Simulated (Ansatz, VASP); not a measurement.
**One calculation of C, two programs**

The input INCAR:

```
SYSTEM = C
ALGO = Normal
EDIFF = 1E-6
ENCUT = 520
GGA = RP
ISIF = 2
ISMEAR = -1
LASPH = .TRUE.
LCHARG = .FALSE.
LREAL = .FALSE.
LWAVE = .FALSE.
NBANDS = 26
NELM = 60
PREC = Accurate
SIGMA = 0.05
```

Contents of KPOINTS:

```
k-points
0
G
  12 12 4
  0 0 0
```

File POSCAR:

```
C
1.0
    2.5552893324      0.0000000000      0.0000000000
   -1.2776446662      2.2129454759      0.0000000000
    0.0000000000      0.0000000000      8.3454953252
C
8
Direct
    0.6666666667      0.3333333333      0.8437500000
    0.3333333333      0.6666666667      0.3437500000
    0.6666666667      0.3333333333      0.6562500000
    0.3333333333      0.6666666667      0.1562500000
    0.0000000000      0.0000000000      0.9062500000
    0.0000000000      0.0000000000      0.4062500000
    0.0000000000      0.0000000000      0.5937500000
    0.0000000000      0.0000000000      0.0937500000
```

File input.yaml:

```yaml
crystal:
  lattice:
    - [2.5552893324, 0.0, 0.0]
    - [-1.2776446662, 2.2129454759, 0.0]
    - [0.0, 0.0, 8.3454953252]
  atoms:
    - { symbol: C, position: [0.6666666667, 0.3333333333, 0.84375] }
    - { symbol: C, position: [0.3333333333, 0.6666666667, 0.34375] }
    - { symbol: C, position: [0.6666666667, 0.3333333333, 0.65625] }
    - { symbol: C, position: [0.3333333333, 0.6666666667, 0.15625] }
    - { symbol: C, position: [0.0, 0.0, 0.90625] }
    - { symbol: C, position: [0.0, 0.0, 0.40625] }
    - { symbol: C, position: [0.0, 0.0, 0.59375] }
    - { symbol: C, position: [0.0, 0.0, 0.09375] }
hamiltonian:
  xc: rpbe
  pseudopotentials: { kind: paw }
kpoints:
  mp_grid: { grid: [12, 12, 4] }
scf:
  occupations: { method: fermi_dirac, width: 0.05 }
output:
  forces: true
  stress: true
  eigenvalues: true
  write_density: true
  write_potential: true
  elf: true
  volumetric_format: npy
```

Alike in both runs: task single point; functional RPBE; k mesh 12 × 12 × 4; occupations fermi-dirac, width 0.05 eV; no spin polarisation.

|  | VASP | Ansatz |
| --- | --- | --- |
| version | VASP 6.6.1 | Ansatz 0.2.0 |
| potentials or method | VASP PAW PBE potentials, release 64 (C) | Ansatz PAW |
| plane-wave cutoff (eV) | 520 | 420 |
| valence electrons in the cell | 32 | 32 |

|  | VASP | Ansatz | Ansatz less VASP |
| --- | --- | --- | --- |
| gap on the k mesh at the Fermi level (eV) | 4.32 | 4.34 | +0.014 |
| least direct gap on the mesh (eV) | 5.10 | 5.11 | +0.013 |
| pressure (GPa) | -7.6 | -8.0 | -0.40 |
| traceless stress, the component that is largest in VASP (GPa) | 7.34 | 7.34 | +0.003 |
| rms of the force components (eV/Å) | 0.173 | 0.173 | -0.0003 |

VASP's potentials were made for PBE, not for RPBE. Atom by atom the forces differ by 0.000 eV/Å (rms over components). With one functional, cell and mesh, what is left measures potentials, basis and numerics.
